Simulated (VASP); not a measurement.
# PbSe in VASP: a series of runs

PbSe is run at these levels: PBE; tasks: electric field gradients.

Everything below comes from runs of VASP 6.6.1. Logs are shortened: lines on timing, memory, paths and dates and some standing lists are left out, and cuts for length are marked.

**1. The cell of the first run**

The structure is cubic, space group Fm-3m (No. 225). Conventional cell: a = 6.205 Å, b = 6.205 Å, c = 6.205 Å, α = 90.00°, β = 90.00°, γ = 90.00°. Within 4.1 Å of Pb (site symmetry m-3m) lie 6 Se at 3.10 Å. Within 4.1 Å of Se (site symmetry m-3m) lie 6 Pb at 3.10 Å.

**2. Electric field gradients, PBE (volume scaled by 1.04)**

File INCAR:

```
SYSTEM = PbSe
ALGO = Normal ; EDIFF = 1E-8
ENCUT = 520 ; GGA = PE
ISIF = 2 ; ISMEAR = -1
LASPH = .TRUE. ; LCHARG = .FALSE.
LEFG = .TRUE. ; LREAL = .FALSE.
LWAVE = .FALSE. ; NBANDS = 17
NELM = 60 ; PREC = Accurate
SIGMA = 0.01
```

File KPOINTS:

```
k-points
0
G
  9 9 9
  0 0 0
```

File POSCAR:

```
PbSe
1.0
    0.0000000000      3.1024460684      3.1024460684
    3.1024460684      0.0000000000      3.1024460684
    3.1024460684      3.1024460684      0.0000000000
Pb Se
1 1
Direct
    0.0000000000      0.0000000000      0.0000000000
    0.5000000000      0.5000000000      0.5000000000
```

Potentials or basis: VASP PAW PBE potentials, release 64 (Pb_d, Se).

Launch:

```
$ cat potpaw_PBE.64/Pb_d/POTCAR potpaw_PBE.64/Se/POTCAR > POTCAR
$ mpirun -np 1 vasp_std > vasp.out
```

OUTCAR:

```text
SYSTEM = PbSe
   EDIFF = 1E-8
   ENCUT = 520
   GGA = PE
   ISIF = 2
   ISMEAR = -1
   LASPH = .TRUE.
   LREAL = .FALSE.
   NELM = 60
   PREC = Accurate

 ion  position               nearest neighbor table
   1  0.000  0.000  0.000-   2 3.10   2 3.10   2 3.10   2 3.10   2 3.10   2 3.10
   2  0.500  0.500  0.500-   1 3.10   1 3.10   1 3.10   1 3.10   1 3.10   1 3.10

  LATTYP: Found a face centered cubic cell.
 ALAT       =     6.2048921368

  Lattice vectors:

 A1 = (   0.0000000000,   3.1024460684,   3.1024460684)
 A2 = (   3.1024460684,   0.0000000000,   3.1024460684)
 A3 = (   3.1024460684,   3.1024460684,   0.0000000000)

Analysis of symmetry for initial positions (statically):
=====================================================================
 Subroutine PRICEL returns:
 Original cell was already a primitive cell.

 Routine SETGRP: Setting up the symmetry group for a
 face centered cubic supercell.

 Subroutine GETGRP returns: Found 48 space group operations
 (whereof 48 operations were pure point group operations)
 out of a pool of 48 trial point group operations.

The static configuration has the point symmetry O_h .

Analysis of symmetry for dynamics (positions and initial velocities):
=====================================================================
 Subroutine PRICEL returns:
 Original cell was already a primitive cell.

 Routine SETGRP: Setting up the symmetry group for a
 face centered cubic supercell.

 Subroutine GETGRP returns: Found 48 space group operations
 (whereof 48 operations were pure point group operations)
 out of a pool of 48 trial point group operations.

The dynamic configuration has the point symmetry O_h .

 Subroutine INISYM returns: Found 48 space group operations
 (whereof 48 operations are pure point group operations),
 and found     1 'primitive' translations

----------------------------------------------------------------------------------------

                                     Primitive cell

  volume of cell :      59.7232

  direct lattice vectors                    reciprocal lattice vectors
     0.000000000  3.102446068  3.102446068    -0.161163156  0.161163156  0.161163156
     3.102446068  0.000000000  3.102446068     0.161163156 -0.161163156  0.161163156
     3.102446068  3.102446068  0.000000000     0.161163156  0.161163156 -0.161163156

  length of vectors
     4.387521306  4.387521306  4.387521306     0.279142775  0.279142775  0.279142775

  position of ions in fractional coordinates (direct lattice)
     0.000000000  0.000000000  0.000000000
     0.500000000  0.500000000  0.500000000

  ion indices of the primitive-cell ions
   primitive index   ion index
                 1           1
                 2           2

----------------------------------------------------------------------------------------

 KPOINTS: k-points

Automatic generation of k-mesh.
 Grid dimensions read from file:
 generate k-points for:    9    9    9

 Generating k-lattice:

  Cartesian coordinates                     Fractional coordinates (reciprocal lattice)
    -0.017907017  0.017907017  0.017907017     0.111111111  0.000000000  0.000000000
     0.017907017 -0.017907017  0.017907017     0.000000000  0.111111111  0.000000000
     0.017907017  0.017907017 -0.017907017     0.000000000  0.000000000  0.111111111

  Length of vectors
     0.031015864  0.031015864  0.031015864

  Shift w.r.t. Gamma in fractional coordinates (k-lattice)
     0.000000000  0.000000000  0.000000000

 Subroutine IBZKPT returns following result:
 ===========================================

 Found     35 irreducible k-points:

 Following reciprocal coordinates:
            Coordinates               Weight
  0.000000  0.000000  0.000000      1.000000
  0.111111  0.000000  0.000000      8.000000
  0.222222  0.000000  0.000000      8.000000
  0.333333  0.000000  0.000000      8.000000
  0.444444  0.000000  0.000000      8.000000
  0.111111  0.111111  0.000000      6.000000
[... 16 lines left out ...]
 -0.333333  0.333333  0.000000     12.000000
  0.444444  0.444444  0.000000      6.000000
 [... further k-points ...]
   k-points           NKPTS =     35   k-points in BZ     NKDIM =     35   number of bands    NBANDS=     17
   number of dos      NEDOS =    301   number of ions     NIONS =      2
   total plane-waves  NPLWV =  46656
   dimension x,y,z NGX =    36 NGY =   36 NGZ =   36
   dimension x,y,z NGXF=    72 NGYF=   72 NGZF=   72
   ions per type =               1   1
   NGX,Y,Z   is equivalent  to a cutoff of  13.64, 13.64, 13.64 a.u.
   NGXF,Y,Z  is equivalent  to a cutoff of  27.28, 27.28, 27.28 a.u.
 SYSTEM =  PbSe
   PREC   = accura    normal or accurate (medium, high low for compatibility)
   ISTART =      0    job   : 0-new  1-cont  2-samecut
   ICHARG =      2    charge: 1-file 2-atom 10-const
   ISPIN  =      1    spin polarized calculation?
   LNONCOLLINEAR =      F non collinear calculations
   LSORBIT =      F    spin-orbit coupling
   LASPH  =      T    aspherical Exc in radial PAW
   ENCUT  =  520.0 eV  38.22 Ry    6.18 a.u.   8.16  8.16  8.16*2*pi/ulx,y,z
   NELM   =     60;   NELMIN=  2; NELMDL= -5     # of ELM steps
   EDIFF  = 0.1E-07   stopping-criterion for ELM
   LREAL  =      F    real-space projection
   EDIFFG = 0.1E-06   stopping-criterion for IOM
   NSW    =      0    number of steps for IOM
   IBRION =     -1    ionic relax: 0-MD 1-quasi-New 2-CG
   NFREE  =      0    steps in history (QN), initial steepest desc. (CG)
   ISIF   =      2    stress and relaxation
   ISYM   =      2    0-nonsym 1-usesym 2-fastsym
   POTIM  = 0.5000    time-step for ionic-motion
   TEBEG  =    0.0;   TEEND  =   0.0 temperature during run
   PSTRESS=    0.0 pullay stress
   NELECT =      20.0000    total number of electrons
   NUPDOWN=      -1.0000    fix difference up-down
   EMIN   =  10.00;   EMAX   =-10.00  energy-range for DOS
   EFERMI =   0.00;   METHOD = LEGACY
   ISMEAR =    -1;   SIGMA  =   0.01  broadening in eV -4-tet -1-fermi 0-gaus
   EFERMI_NEDOS =   21; number of points for ismear=-14 and -15
   IALGO  =     38    algorithm
   IMIX   =      4    mixing-type and parameters
     AMIX     =   0.40;   BMIX     =  1.00
     AMIX_MAG =   1.60;   BMIX_MAG =  1.00
  volume/ion in A,a.u.               =      29.86       201.52
  Fermi-wavevector in a.u.,A,eV,Ry     =   1.136852  2.148339 17.584611  1.292432
  Thomas-Fermi vector in A             =   2.273557
   LORBIT       =      0    0 simple, 1 ext, 2 COOP (PROOUT), +10 PAW based schemes
   GGA     = PE    functional components
   LHFCALC =     F    Hartree Fock is set to
   AEXX    =    0.0000 exact exchange contribution
   IVDW    =     0    specifies the selected vdW correction
   LEPSILON=     F    determine dielectric tensor
   LRPA    =     F    only Hartree local field effects (RPA)
 non-spin polarized calculation
  energy-cutoff  :      520.00
  volume of cell :       59.72
 maximum number of plane-waves:      1639
 NGX is ok and might be reduce to    36
   NGX = 17   NGY = 17   NGZ = 17

 number of electron      20.0000002 magnetization

 Free energy of the ion-electron system (eV)
  ---------------------------------------------------
  ext. energy  EPLUGINS =         0.00000000
  ---------------------------------------------------
  free energy    TOTEN  =        -8.19820713 eV

  energy without entropy =       -8.19820713  energy(sigma->0) =       -8.19820713

 E-fermi :   4.6721     XC(G=0):  -9.3435

 val. band max:        4.4011678304   @ k =   0.4444   0.0000   0.0000
 cond. band min:       5.1519808980   @ k =   0.4444   0.0000   0.0000
 fundamental gap:      0.7508130677
 Fermi energy:         4.6721204150

 k-point     1 :       0.0000    0.0000    0.0000
  band No.  band energies     occupation
      1     -12.2009      2.00000
      2     -12.2009      2.00000
      3     -12.2009      2.00000
      4     -12.1951      2.00000
      5     -12.1951      2.00000
      6      -8.6828      2.00000
[... 9 lines left out ...]
     16      11.1778      0.00000
     17      12.7254      0.00000

 k-point     2 :       0.1111    0.0000    0.0000
  band No.  band energies     occupation
      1     -12.2004      2.00000
      2     -12.1999      2.00000
      3     -12.1999      2.00000
      4     -12.1951      2.00000
      5     -12.1951      2.00000
      6      -8.5957      2.00000
[... 9 lines left out ...]
     16      11.4421      0.00000
     17      13.5806      0.00000
[... 421 lines left out ...]
 k-point    24 :       0.4444    0.4444    0.0000
  band No.  band energies     occupation
      1     -12.2925      2.00000
      2     -12.2155      2.00000
      3     -12.1793      2.00000
      4     -12.1642      2.00000
      5     -12.1642      2.00000
      6      -7.4479      2.00000
[... 9 lines left out ...]
     16      15.7954      0.00000
     17      17.0972      0.00000

 [... further k-points ...]
[... 5 lines left out ...]
  --------------------------------------------------------------------------------------
  -------------------------------------------------------------------------------------
  Total        0.1005943      0.1005943      0.1005943     -0.0000000      0.0000000     -0.0000000
  in kB        2.6986173      2.6986173      2.6986173     -0.0000000      0.0000000     -0.0000000
  external PRESSURE =       2.6986173 kB  Pullay stress =       0.0000000 kB

 VOLUME and BASIS-vectors are now :
 -----------------------------------------------------------------------------
  energy-cutoff  :      520.00
  volume of cell :       59.72
      direct lattice vectors                 reciprocal lattice vectors
     0.000000000  3.102446068  3.102446068    -0.161163156  0.161163156  0.161163156
     3.102446068  0.000000000  3.102446068     0.161163156 -0.161163156  0.161163156
     3.102446068  3.102446068  0.000000000     0.161163156  0.161163156 -0.161163156

 POSITION                                       TOTAL-FORCE (eV/Angst)
 -----------------------------------------------------------------------------------
      0.00000      0.00000      0.00000        -0.000000      0.000000     -0.000000
      3.10245      3.10245      3.10245         0.000000     -0.000000      0.000000
 -----------------------------------------------------------------------------------
    total drift:                                0.000000      0.000000      0.000000

  FREE ENERGIE OF THE ION-ELECTRON SYSTEM (eV)
  ---------------------------------------------------
  free  energy   TOTEN  =        -8.1982071273 eV

  energy  without entropy=       -8.1982071273  energy(sigma->0) =       -8.19820713

 Electric field gradients (V/A^2)
---------------------------------------------------------------------
 ion       V_xx      V_yy      V_zz      V_xy      V_xz      V_yz
---------------------------------------------------------------------
   1      -0.000    -0.000     0.000     0.000     0.000     0.000
   2      -0.000    -0.000     0.000     0.000     0.000     0.000
---------------------------------------------------------------------

 Electric field gradients after diagonalization (V/A^2)
 (convention: |V_zz| > |V_xx| > |V_yy|)
----------------------------------------------------------------------
 ion       V_xx      V_yy      V_zz     asymmetry (V_yy - V_xx)/ V_zz
----------------------------------------------------------------------
   1      -0.000    -0.000     0.001       0.000
   2      -0.000    -0.000     0.001       0.000
----------------------------------------------------------------------

           NMR quadrupolar parameters

 Cq : quadrupolar parameter    Cq=e*Q*V_zz/h
 eta: asymmetry parameters     (V_yy - V_xx)/ V_zz
 Q  : nuclear electric quadrupole moment in mb (millibarn)
----------------------------------------------------------------------
 ion       Cq(MHz)       eta       Q (mb)
----------------------------------------------------------------------
   1       0.000       0.000       1.000
   2       0.000       0.000       1.000
----------------------------------------------------------------------
```

Wall time 55 s (1 thread of Intel Xeon 6975P-C, shared host); peak memory 0.22 GiB.

What came out:

```yaml
Free_energy: -8.1982 eV
Pressure: 0.3 GPa
```

Levels at points of the mesh, in eV from the Fermi level:
```csv
k point,band 6,band 7,band 8,band 9,band 10,band 11,band 12,band 13,band 14,band 15
"(0.00, 0.00, 0.00)",-13.35,-6.46,-1.79,-1.79,-1.79,4.52,4.52,4.52,6.51,6.51
```

Caveat: this odd mesh misses L, where the gap lies, so gap, dielectric constants and Born charges aren't listed; without QUAD_EFG the Cq values of the log hold for a quadrupole moment of 1 mb, not for the nuclei; spin-orbit coupling is left out, which moves the levels of the heavy elements.

**3. Electric field gradients, PBE (equal xy, yz and zx shear strains of -3 %)**

File INCAR:

```
SYSTEM = PbSe
PREC = Accurate
ENCUT = 520
EDIFF = 1E-8
ISMEAR = -1
SIGMA = 0.01
LREAL = .FALSE.
LASPH = .TRUE.
NELM = 100
ALGO = Normal
ISIF = 2
LWAVE = .FALSE.
LCHARG = .FALSE.
GGA = PE
LEFG = .TRUE.
NBANDS = 17
```

File KPOINTS:

```
Automatic mesh
0
G
  9 9 9
  0 0 0
```

File POSCAR:

```
PbSe
1.0
   -0.0918645000      3.0162177500      3.0162177500
    3.0162177500     -0.0918645000      3.0162177500
    3.0162177500      3.0162177500     -0.0918645000
Pb Se
1 1
Direct
    0.0000000000      0.0000000000      0.0000000000
    0.5000000000      0.5000000000      0.5000000000
```

Potentials or basis: VASP PAW PBE potentials, release 64 (Pb_d, Se).

Launch:

```
$ cat potpaw_PBE.64/Pb_d/POTCAR potpaw_PBE.64/Se/POTCAR > POTCAR
$ mpirun -np 1 vasp_std > vasp.out
```

OUTCAR:

```text
SYSTEM = PbSe
   PREC = Accurate
   ENCUT = 520
   EDIFF = 1E-8
   ISMEAR = -1
   LREAL = .FALSE.
   LASPH = .TRUE.
   NELM = 100
   ISIF = 2
   GGA = PE

 ion  position               nearest neighbor table
   1  0.000  0.000  0.000-   2 3.06   2 3.06   2 3.06   2 3.06   2 3.06   2 3.06
   2  0.500  0.500  0.500-   1 3.06   1 3.06   1 3.06   1 3.06   1 3.06   1 3.06

  LATTYP: Found a trigonal (rhomboedric) cell.
 ALAT       =     4.2665651427
 COS(alpha) =     0.4693254694

  Lattice vectors:

 A1 = (  -0.0918645000,   3.0162177500,   3.0162177500)
 A2 = (   3.0162177500,  -0.0918645000,   3.0162177500)
 A3 = (   3.0162177500,   3.0162177500,  -0.0918645000)

Analysis of symmetry for initial positions (statically):
=====================================================================
 Subroutine PRICEL returns:
 Original cell was already a primitive cell.

 Routine SETGRP: Setting up the symmetry group for a
[... 670 lines left out ...]
      direct lattice vectors                 reciprocal lattice vectors
    -0.091864500  3.016217750  3.016217750    -0.158383209  0.163358598  0.163358598
     3.016217750 -0.091864500  3.016217750     0.163358598 -0.158383209  0.163358598
     3.016217750  3.016217750 -0.091864500     0.163358598  0.163358598 -0.158383209

 POSITION                                       TOTAL-FORCE (eV/Angst)
 -----------------------------------------------------------------------------------
      0.00000      0.00000      0.00000        -0.000000      0.000000      0.000000
      2.97029      2.97029      2.97029         0.000000     -0.000000     -0.000000
 -----------------------------------------------------------------------------------
    total drift:                                0.000000     -0.000000     -0.000000

  FREE ENERGIE OF THE ION-ELECTRON SYSTEM (eV)
  ---------------------------------------------------
  free  energy   TOTEN  =        -8.1710775443 eV

  energy  without entropy=       -8.1710775443  energy(sigma->0) =       -8.17107754

 Electric field gradients (V/A^2)
---------------------------------------------------------------------
 ion       V_xx      V_yy      V_zz      V_xy      V_xz      V_yz
---------------------------------------------------------------------
   1      -0.000     0.000    -0.000     3.384     3.384     3.384
   2       0.000     0.000    -0.000   -10.273   -10.273   -10.273
---------------------------------------------------------------------

 Electric field gradients after diagonalization (V/A^2)
 (convention: |V_zz| > |V_xx| > |V_yy|)
----------------------------------------------------------------------
 ion       V_xx      V_yy      V_zz     asymmetry (V_yy - V_xx)/ V_zz
----------------------------------------------------------------------
   1      -3.384    -3.384     6.768       0.000
   2      10.273    10.273   -20.547       0.000
----------------------------------------------------------------------

           NMR quadrupolar parameters

 Cq : quadrupolar parameter    Cq=e*Q*V_zz/h
 eta: asymmetry parameters     (V_yy - V_xx)/ V_zz
 Q  : nuclear electric quadrupole moment in mb (millibarn)
----------------------------------------------------------------------
 ion       Cq(MHz)       eta       Q (mb)
----------------------------------------------------------------------
   1       0.016       0.000       1.000
   2      -0.050       0.000       1.000
----------------------------------------------------------------------
```

OSZICAR:

```text
N       E                     dE             d eps       ncg     rms          rms(c)
DAV:   1     0.157479441881E+03    0.15748E+03   -0.95760E+03  2906   0.121E+03
DAV:   2     0.302121690147E+01   -0.15446E+03   -0.14922E+03  3117   0.311E+02
DAV:   3    -0.818616735321E+01   -0.11207E+02   -0.11081E+02  3596   0.892E+01
DAV:   4    -0.845400396260E+01   -0.26784E+00   -0.26765E+00  3657   0.152E+01
DAV:   5    -0.846293361323E+01   -0.89297E-02   -0.89292E-02  4075   0.272E+00    0.277E+00
DAV:   6    -0.817301299176E+01    0.28992E+00   -0.71399E-01  4458   0.579E+00    0.157E+00
DAV:   7    -0.816807128980E+01    0.49417E-02   -0.12087E-01  3463   0.167E+00    0.857E-01
DAV:   8    -0.817144233354E+01   -0.33710E-02   -0.13079E-02  3531   0.124E+00    0.161E-01
DAV:   9    -0.817100940355E+01    0.43293E-03   -0.28065E-03  4520   0.516E-01    0.513E-02
DAV:  10    -0.817107038759E+01   -0.60984E-04   -0.22978E-04  3327   0.859E-02    0.188E-02
DAV:  11    -0.817107760095E+01   -0.72134E-05   -0.62346E-05  3834   0.781E-02    0.923E-03
DAV:  12    -0.817107751049E+01    0.90460E-07   -0.33161E-06  3649   0.124E-02    0.255E-03
DAV:  13    -0.817107751930E+01   -0.88055E-08   -0.17034E-07  3752   0.394E-03    0.893E-04
DAV:  14    -0.817107754204E+01   -0.22746E-07   -0.12627E-07  3136   0.227E-03    0.296E-04
DAV:  15    -0.817107754430E+01   -0.22587E-08   -0.38472E-09  3012   0.420E-04
   1 F= -.81710775E+01 E0= -.81710775E+01  d E =-.100528E-10
```

It took 26 s on 1 thread of Intel Xeon 6975P-C (Granite Rapids), shared host; peak memory 0.23 GiB.

Results:

```
Free energy            : -8.1711 eV
Pressure               : 2.3 GPa
Band gap on the k mesh : 0.42 eV, indirect (least direct gap 0.65 eV)
```

Stress tensor (GPa, compression positive):
```
2.32 0.47 0.47
0.47 2.32 0.47
0.47 0.47 2.32
```

Levels at points of the mesh, in eV from the valence-band top:
```csv
k point,band 8,band 9,band 10,band 11,band 12,band 13
"(0.00, 0.00, 0.00)",-1.86,-1.86,-1.51,4.79,4.87,4.87
```

Electric field gradients, principal values (V/Å²):
| atom | least | middle | greatest (by size) |
| --- | --- | --- | --- |
| 1 Pb | -3.384 | -3.384 | 6.768 |
| 2 Se | 10.273 | 10.273 | -20.547 |

Caveat: the cell differs from its parent crystal (equal xy, yz and zx shear strains of -3 %); without QUAD_EFG the Cq values of the log hold for a quadrupole moment of 1 mb, not for the nuclei; spin-orbit coupling is left out, which moves the levels of the heavy elements.

(Part 1 of 2 ends here.)
